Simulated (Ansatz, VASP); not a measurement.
# Two plane-wave programs on TaN

```xyz
6
Lattice="5.1789 0.0000 0.0000 -2.5895 4.4851 0.0000 0.0000 0.0000 2.8960" Properties=species:S:1:pos:R:3 pbc="T T T"
Ta    0.0000    2.9901    1.5909
Ta    2.5895    1.4950    1.5909
Ta    0.0000    0.0000   -0.3000
N     2.0372    0.0000    0.0608
N     1.5708    2.7208    0.0608
N    -1.0186    1.7643    0.0608
```

Change from the starting cell: mode 4 (148.0 1/cm) frozen in, largest displacement -0.300 Å.

Alike in both runs: task single point; functional PBEsol; k mesh 12 × 12 × 16; occupations gaussian, width 0.15 eV; no spin polarisation.

|  | VASP | Ansatz |
| --- | --- | --- |
| version | VASP 6.6.1 | Ansatz 0.2.0 |
| potentials or method | VASP PAW PBE potentials, release 64 (Ta_pv, N), cutoff 520 eV | scalar-relativistic, plane waves, PAW |
| valence electrons in the cell | 48 | 54 |

|  | VASP | Ansatz | Ansatz less VASP |
| --- | --- | --- | --- |
| gap on the k mesh at the Fermi level (eV) | none | none | - |
| pressure (GPa) | 2.9 | 2.0 | -0.87 |
| traceless stress, the component that is largest in VASP (GPa) | -2.78 | -2.78 | 0.000 |
| rms of the force components (eV/Å) | 1.079 | 1.081 | +0.0017 |

VASP's potentials were made for PBE, not for PBEsol. Atom by atom the forces differ by 0.012 eV/Å (rms over components). A gap of «none» marks a metal or a gap that the smearing closes. The functional is the same, so the differences come from potentials, cutoffs and numerics. VASP's potentials hold 48 valence electrons a cell and Ansatz's 54, so a difference there can come from the potentials and not from the codes.

Neither program's run includes spin-orbit coupling.
